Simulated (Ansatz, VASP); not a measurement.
## One calculation of Ta3AsAu2O13, two programs

The input INCAR:

```
SYSTEM = Ta3AsAu2O13
ALGO     = Normal         ! electronic algorithm
EDIFF    = 1E-6           ! SCF threshold, eV
ENCUT    = 520            ! plane-wave cutoff, eV
GGA      = PS             ! functional
ISIF     = 2              ! what is computed and relaxed
ISMEAR   = -1             ! smearing method
LASPH    = .True.         ! aspherical terms in the spheres
LCHARG   = .True.         ! write CHGCAR
LELF     = .True.         ! ELF
LREAL    = Auto         
LVHAR    = .True.       
LWAVE    = .False.        ! write WAVECAR
NBANDS   = 84             ! bands
NELM     = 80             ! most SCF steps
PREC     = Accurate       ! precision mode
SIGMA    = 0.05           ! smearing width, eV
```

File KPOINTS:

```
k-points
0
Gamma
  4 4 4
  0 0 0
```

File POSCAR:

```
Ta3AsAu2O13
1.0
    5.2423700000      3.0266800000      4.1427300000
   -5.2423700000      3.0266800000      4.1427300000
    0.0000000000     -6.0533700000      4.1427300000
Ta As Au O
3 1 2 13
Direct
    0.2310800000      0.5722900000      0.2310800000
    0.2310800000      0.2310800000      0.5722900000
    0.5722900000      0.2310800000      0.2310800000
    0.5587800000      0.5587800000      0.5587800000
    0.9655900000      0.9655900000      0.9655900000
    0.7510500000      0.7510500000      0.7510500000
    0.4088400000      0.6676200000      0.4088400000
    0.4088400000      0.4088400000      0.6676200000
    0.6676200000      0.4088400000      0.4088400000
    0.4972600000      0.0131300000      0.3602400000
    0.3602400000      0.4972600000      0.0131300000
    0.0131300000      0.3602400000      0.4972600000
    0.3602400000      0.0131300000      0.4972600000
    0.0131300000      0.4972600000      0.3602400000
    0.4972600000      0.3602400000      0.0131300000
    0.1096300000      0.7480600000      0.1096300000
    0.1096300000      0.1096300000      0.7480600000
    0.7480600000      0.1096300000      0.1096300000
    0.3084000000      0.3084000000      0.3084000000
```

File input.yaml:

```yaml
crystal:
  lattice:
    - [5.24237, 3.02668, 4.14273]
    - [-5.24237, 3.02668, 4.14273]
    - [0.0, -6.05337, 4.14273]
  atoms:
    - { symbol: Ta, position: [0.23108, 0.57229, 0.23108] }
    - { symbol: Ta, position: [0.23108, 0.23108, 0.57229] }
    - { symbol: Ta, position: [0.57229, 0.23108, 0.23108] }
    - { symbol: As, position: [0.55878, 0.55878, 0.55878] }
    - { symbol: Au, position: [0.96559, 0.96559, 0.96559] }
    - { symbol: Au, position: [0.75105, 0.75105, 0.75105] }
    - { symbol: O, position: [0.40884, 0.66762, 0.40884] }
    - { symbol: O, position: [0.40884, 0.40884, 0.66762] }
    - { symbol: O, position: [0.66762, 0.40884, 0.40884] }
    - { symbol: O, position: [0.49726, 0.01313, 0.36024] }
    - { symbol: O, position: [0.36024, 0.49726, 0.01313] }
    - { symbol: O, position: [0.01313, 0.36024, 0.49726] }
    - { symbol: O, position: [0.36024, 0.01313, 0.49726] }
    - { symbol: O, position: [0.01313, 0.49726, 0.36024] }
    - { symbol: O, position: [0.49726, 0.36024, 0.01313] }
    - { symbol: O, position: [0.10963, 0.74806, 0.10963] }
    - { symbol: O, position: [0.10963, 0.10963, 0.74806] }
    - { symbol: O, position: [0.74806, 0.10963, 0.10963] }
    - { symbol: O, position: [0.3084, 0.3084, 0.3084] }
hamiltonian:
  xc: pbesol
  pseudopotentials: { kind: paw }
kpoints:
  mp_grid: { grid: [4, 4, 4] }
  band_path:
    path:
      - [0.0, 0.0, 0.0]
      - [0.4894532459, -0.5105467541, 0.4894532459]
      - [0.5, -0.5, 0.5]
      - [0.4789064917, 0.4789064917, 0.4789064917]
      - [0.0, 0.0, 0.0]
      - [0.5, -0.5, 0.0]
      - [0.5105467541, -0.4894532459, -0.4894532459]
      - [0.5210935083, -0.4789064917, -0.4789064917]
      - [0.5, 0.0, 0.0]
      - [0.5, -0.5, 0.5]
    npoints: 10
scf:
  occupations: { method: fermi_dirac, width: 0.05 }
  n_extra_bands: 47
output:
  forces: true
  stress: true
  eigenvalues: true
  fatbands: false
```

Alike in both runs: functional PBEsol; k mesh 4 × 4 × 4; occupations fermi-dirac, width 0.05 eV; no spin polarisation.

```csv
,VASP,Ansatz
version,VASP 6.6.1,Ansatz 0.2.0
potentials or method,"VASP PAW PBE potentials, release 64 (Ta_pv, As, Au, O)",Ansatz PAW
plane-wave cutoff (eV),520,420
valence electrons in the cell,138,170
task,single point,band structure
```

Ansatz gave:

- gap on the k mesh at the Fermi level (eV): 1.02
- least direct gap on the mesh (eV): 1.04
- pressure (GPa): -3.0
- traceless stress, the component that is largest in VASP (GPa): 0.60
- rms of the force components (eV/Å): 0.143

**Question.** Estimate VASP's values.

**Answer.** gap on the k mesh at the Fermi level (eV): 1.00; least direct gap on the mesh (eV): 1.03; pressure (GPa): -2.3; traceless stress, the component that is largest in VASP (GPa): 0.29; rms of the force components (eV/Å): 0.107.

VASP's potentials were made for PBE, not for PBEsol. Atom by atom the forces differ by 0.109 eV/Å (rms over components). VASP's potentials hold 138 valence electrons a cell and Ansatz's 170, so a difference there can come from the potentials and not from the codes.

Spin-orbit coupling is off throughout.
